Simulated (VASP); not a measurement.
# W16Se in VASP: relaxation of the atoms with PBE

Aim: the relaxation of the atoms of W16Se with PBE.

All numbers are computed with VASP 6.6.1; they aren't measurements. Logs are shortened: lines on timing, memory, paths and dates and some standing lists are left out, and cuts for length are marked.

### 1 The cell of the first run

The cell holds a slab with vacuum, 17 atoms: a = 6.367 Å, b = 6.367 Å, c = 20.143 Å, α = 90.00°, β = 90.00°, γ = 90.00°.

### 2 Relaxation of the atoms, PBE

INCAR

```
SYSTEM = W16Se
ALGO = Normal
DIPOL = 0.5 0.5 0.327
EDIFF = 1E-7
EDIFFG = -0.025
ENCUT = 450
GGA = PE
GGA_COMPAT = .False.
IBRION = 2
IDIPOL = 3
ISIF = 2
ISMEAR = 0
KPAR = 4
LASPH = .True.
LCHARG = .False.
LDIPOL = .True.
LREAL = .False.
LWAVE = .False.
NELM = 120
NELMDL = -8
NELMIN = 4
NSW = 36
PREC = Accurate
SIGMA = 0.1
```

KPOINTS

```
k-points
0
Gamma
  4 4 1
  0 0 0
```

POSCAR

```
W16Se
1.0
    6.3673983408      0.0000000000      0.0000000000
    0.0000000000      6.3673983408      0.0000000000
    0.0000000000      0.0000000000     20.1425775155
W Se
16 1
Selective dynamics
Direct
    0.2500000000      0.2500000000      0.1985843171  F F F
    0.2500000000      0.7500000000      0.1985843171  F F F
    0.7500000000      0.2500000000      0.1985843171  F F F
    0.7500000000      0.7500000000      0.1985843171  F F F
    0.0000000000      0.0000000000      0.2776134078  F F F
    0.0000000000      0.5000000000      0.2776134078  F F F
    0.5000000000      0.0000000000      0.2776134078  F F F
    0.5000000000      0.5000000000      0.2776134078  F F F
    0.2500000000      0.2500000000      0.3599451785  F F F
    0.2500000000      0.7500000000      0.3599451785  F F F
    0.7500000000      0.2500000000      0.3599451785  F F F
    0.7500000000      0.7500000000      0.3599451785  F F F
    0.0000000000      0.0000000000      0.4290700884  F F F
    0.0000000000      0.5000000000      0.4290700884  F F F
    0.5000000000      0.0000000000      0.4290700884  F F F
    0.5000000000      0.5000000000      0.4290700884  F F F
    0.2500000000      0.2500000000      0.4934629371  F F T
```

Potentials or basis: VASP PAW PBE potentials, release 64 (W_sv, Se).

Started as:

```bash
cat potpaw_PBE.64/W_sv/POTCAR potpaw_PBE.64/Se/POTCAR > POTCAR
mpirun -np 4 vasp_std > vasp.out
```

OUTCAR:

```text
SYSTEM = W16Se
   EDIFF = 1E-7
   EDIFFG = -0.025
   ENCUT = 450
   GGA = PE
   IBRION = 2
   ISIF = 2
   ISMEAR = 0
   LASPH = .True.
   LREAL = .False.
   NELM = 120
   NELMDL = -8
   NELMIN = 4
   NSW = 36
   PREC = Accurate

 ion  position               nearest neighbor table
   1  0.250  0.250  0.199-   5 2.76   6 2.76   7 2.76   8 2.76   2 3.18   3 3.18   2 3.18   3 3.18
                             9 3.25
   2  0.250  0.750  0.199-   5 2.76   6 2.76   7 2.76   8 2.76   1 3.18   4 3.18   1 3.18   4 3.18
                            10 3.25
   3  0.750  0.250  0.199-   5 2.76   6 2.76   7 2.76   8 2.76   1 3.18   4 3.18   4 3.18   1 3.18
                            11 3.25
   4  0.750  0.750  0.199-   5 2.76   6 2.76   7 2.76   8 2.76   2 3.18   3 3.18   3 3.18   2 3.18
                            12 3.25
   5  0.000  0.000  0.278-   1 2.76   2 2.76   3 2.76   4 2.76   9 2.80  10 2.80  11 2.80  12 2.80
                            13 3.05   7 3.18   6 3.18   6 3.18   7 3.18
   6  0.000  0.500  0.278-   1 2.76   2 2.76   3 2.76   4 2.76   9 2.80  10 2.80  11 2.80  12 2.80
                            14 3.05   8 3.18   5 3.18   5 3.18   8 3.18
   7  0.500  0.000  0.278-   1 2.76   2 2.76   3 2.76   4 2.76   9 2.80  10 2.80  11 2.80  12 2.80
                            15 3.05   8 3.18   5 3.18   8 3.18   5 3.18
   8  0.500  0.500  0.278-   1 2.76   2 2.76   3 2.76   4 2.76   9 2.80  10 2.80  11 2.80  12 2.80
                            16 3.05   7 3.18   6 3.18   7 3.18   6 3.18
   9  0.250  0.250  0.360-  13 2.65  14 2.65  15 2.65  16 2.65  17 2.69   6 2.80   7 2.80   8 2.80
                             5 2.80  11 3.18  10 3.18  10 3.18  11 3.18   1 3.25
  10  0.250  0.750  0.360-  13 2.65  14 2.65  15 2.65  16 2.65   5 2.80   6 2.80   7 2.80   8 2.80
                             9 3.18  12 3.18   9 3.18  12 3.18   2 3.25
  11  0.750  0.250  0.360-  13 2.65  14 2.65  15 2.65  16 2.65   5 2.80   6 2.80   7 2.80   8 2.80
                             9 3.18  12 3.18  12 3.18   9 3.18   3 3.25
  12  0.750  0.750  0.360-  13 2.65  14 2.65  15 2.65  16 2.65   5 2.80   6 2.80   7 2.80   8 2.80
                            10 3.18  11 3.18  11 3.18  10 3.18   4 3.25
  13  0.000  0.000  0.429-  17 2.60  10 2.65  11 2.65  12 2.65   9 2.65   5 3.05  15 3.18  14 3.18
                            14 3.18  15 3.18
  14  0.000  0.500  0.429-  17 2.60  10 2.65  11 2.65  12 2.65   9 2.65   6 3.05  16 3.18  13 3.18
                            13 3.18  16 3.18
  15  0.500  0.000  0.429-  17 2.60  10 2.65  11 2.65  12 2.65   9 2.65   7 3.05  16 3.18  13 3.18
                            16 3.18  13 3.18
  16  0.500  0.500  0.429-  17 2.60  10 2.65  11 2.65  12 2.65   9 2.65   8 3.05  15 3.18  14 3.18
                            15 3.18  14 3.18
  17  0.250  0.250  0.493-  13 2.60  14 2.60  15 2.60  16 2.60   9 2.69

  LATTYP: Found a simple tetragonal cell.
 ALAT       =     6.3673983408
 C/A-ratio  =     3.1633920853

  Lattice vectors:

 A1 = (   6.3673983408,   0.0000000000,   0.0000000000)
 A2 = (   0.0000000000,   6.3673983408,   0.0000000000)
 A3 = (   0.0000000000,   0.0000000000,  20.1425775155)

[... 179 lines left out ...]
   GGA     = PE    functional components
   LHFCALC =     F    Hartree Fock is set to
   AEXX    =    0.0000 exact exchange contribution
   IVDW    =     0    specifies the selected vdW correction
   LEPSILON=     F    determine dielectric tensor
   LRPA    =     F    only Hartree local field effects (RPA)
 conjugate gradient relaxation of ions
 non-spin polarized calculation
 Gauss-broadening in eV      SIGMA  =   0.10
  energy-cutoff  :      450.00
  volume of cell :      816.66
 maximum number of plane-waves:     17746
 NGX is ok and might be reduce to    48
   NGX = 23   NGY = 23   NGZ = 69

 dipolmoment           0.000000      0.000000      0.006566 electrons x Angstroem

--------------------------------------- Ionic step        1  -------------------------------------------

 number of electron     229.9999960 magnetization

 Free energy of the ion-electron system (eV)
  ---------------------------------------------------
  ext. energy  EPLUGINS =         0.00000000
  ---------------------------------------------------
  free energy    TOTEN  =      -193.16164835 eV

  energy without entropy =     -193.08707810  energy(sigma->0) =     -193.12436323

------------------------ aborting loop because EDIFF is reached ----------------------------------------

  FORCE on cell =-STRESS in cart. coord.  units (eV):
  Direction    XX          YY          ZZ          XY          YZ          ZX
  --------------------------------------------------------------------------------------
  -------------------------------------------------------------------------------------
  Total      -18.9852930    -18.9852930     -9.1577829      0.0000000      0.0000000      0.0000000
  in kB      -37.2467860    -37.2467860    -17.9664322      0.0000000      0.0000000      0.0000000
  external PRESSURE =     -30.8200014 kB  Pullay stress =       0.0000000 kB
[... 89 lines left out ...]
--------------------------------------- Ionic step        3  -------------------------------------------

 number of electron     229.9999961 magnetization

 dipolmoment           0.000000      0.000000     -0.053838 electrons x Angstroem

 Free energy of the ion-electron system (eV)
  ---------------------------------------------------
  ext. energy  EPLUGINS =         0.00000000
  ---------------------------------------------------
  free energy    TOTEN  =      -193.20302086 eV

  energy without entropy =     -193.12083132  energy(sigma->0) =     -193.16192609

 E-fermi :   1.0474     XC(G=0):  -5.6276

 val. band max:        1.0409400862   @ k =   0.5000   0.5000   0.0000
 cond. band min:       1.1003792825   @ k =   0.2500   0.0000   0.0000
 fundamental gap:      0.0594391963
 Fermi energy:         1.0473782796

 k-point     1 :       0.0000    0.0000    0.0000
  band No.  band energies     occupation
      1     -72.9219      2.00000
      2     -72.8365      2.00000
      3     -72.7911      2.00000
      4     -72.7793      2.00000
      5     -72.7793      2.00000
      6     -72.7712      2.00000
[... 769 lines left out ...]
    126       2.4011      0.00000
    127       2.5211      0.00000
 [bands above 127 left out]

------------------------ aborting loop because EDIFF is reached ----------------------------------------

 vacuum level on the upper side and lower side of the slab       (xc-potential included)        -0.181         0.017

  FORCE on cell =-STRESS in cart. coord.  units (eV):
  Direction    XX          YY          ZZ          XY          YZ          ZX
  --------------------------------------------------------------------------------------
  -------------------------------------------------------------------------------------
  Total      -20.2032035    -20.2032035    -10.9319208      0.0000000      0.0000000      0.0000000
  in kB      -39.6361750    -39.6361750    -21.4470703      0.0000000      0.0000000      0.0000000
  external PRESSURE =     -33.5731401 kB  Pullay stress =       0.0000000 kB
[... 32 lines left out ...]
  FREE ENERGIE OF THE ION-ELECTRON SYSTEM (eV)
  ---------------------------------------------------
  free  energy   TOTEN  =      -193.2030208576 eV

  energy  without entropy=     -193.1208313181  energy(sigma->0) =     -193.16192609

 reached required accuracy - stopping structural energy minimisation

 vacuum level on the upper side and lower side of the slab         4.873         5.085
```

CONTCAR:

```text
W16Se
   1.00000000000000
     6.3673983408000003    0.0000000000000000    0.0000000000000000
     0.0000000000000000    6.3673983408000003    0.0000000000000000
     0.0000000000000000    0.0000000000000000   20.1425775155000011
  W               Se
    16     1
Selective dynamics
Direct
     0.2500000000000000    0.2500000000000000    0.1985843170999999   F   F   F
     0.2500000000000000    0.7500000000000000    0.1985843170999999   F   F   F
     0.7500000000000000    0.2500000000000000    0.1985843170999999   F   F   F
     0.7500000000000000    0.7500000000000000    0.1985843170999999   F   F   F
     0.0000000000000000    0.0000000000000000    0.2776134077999970   F   F   F
     0.0000000000000000    0.5000000000000000    0.2776134077999970   F   F   F
[... 8 lines left out ...]
     0.5000000000000000    0.0000000000000000    0.4290700884000032   F   F   F
     0.5000000000000000    0.5000000000000000    0.4290700884000032   F   F   F
     0.2500000000000000    0.2500000000000000    0.4983778561150092   F   F   T

  0.00000000E+00  0.00000000E+00  0.00000000E+00
  0.00000000E+00  0.00000000E+00  0.00000000E+00
  0.00000000E+00  0.00000000E+00  0.00000000E+00
  0.00000000E+00  0.00000000E+00  0.00000000E+00
  0.00000000E+00  0.00000000E+00  0.00000000E+00
  0.00000000E+00  0.00000000E+00  0.00000000E+00
[... 9 lines left out ...]
  0.00000000E+00  0.00000000E+00  0.00000000E+00
  0.00000000E+00  0.00000000E+00  0.00000000E+00
```

Run time: 14 min. Hardware: 4 MPI ranks of AMD EPYC 9R45 (Zen 5), shared host; peak memory 0.99 GiB.

Results:

- Free energy: -193.2030 eV
- Energy gained by relaxing: 2.4 meV/atom
- Ionic steps: 3
- Band gap on the k mesh: zero (bands 115 and 116 overlap by 0.37 eV)

The path:
```csv
step,energy change (eV),largest force on free atoms (eV/Å),pressure (GPa)
1,0.0000,0.8884,-3.08
2,-0.0289,0.4691,-3.21
3,-0.0414,0.0112,-3.36
```

Final structure:
```cif
data_structure
_symmetry_space_group_name_H-M 'P 1'
_symmetry_Int_Tables_number 1
_cell_length_a 6.3674
_cell_length_b 6.3674
_cell_length_c 20.1426
_cell_angle_alpha 90.000
_cell_angle_beta 90.000
_cell_angle_gamma 90.000
_cell_volume 816.66
loop_
_atom_site_label
_atom_site_type_symbol
_atom_site_fract_x
_atom_site_fract_y
_atom_site_fract_z
_atom_site_occupancy
W1 W 0.25000 0.25000 0.19858 1
W2 W 0.25000 0.75000 0.19858 1
W3 W 0.75000 0.25000 0.19858 1
W4 W 0.75000 0.75000 0.19858 1
W5 W 0.00000 0.00000 0.27761 1
W6 W 0.00000 0.50000 0.27761 1
W7 W 0.50000 0.00000 0.27761 1
W8 W 0.50000 0.50000 0.27761 1
W9 W 0.25000 0.25000 0.35995 1
W10 W 0.25000 0.75000 0.35995 1
W11 W 0.75000 0.25000 0.35995 1
W12 W 0.75000 0.75000 0.35995 1
W13 W 0.00000 0.00000 0.42907 1
W14 W 0.00000 0.50000 0.42907 1
W15 W 0.50000 0.00000 0.42907 1
W16 W 0.50000 0.50000 0.42907 1
Se1 Se 0.25000 0.25000 0.49838 1
```

Caveat: spin-orbit coupling is left out, which moves the levels of the heavy elements.
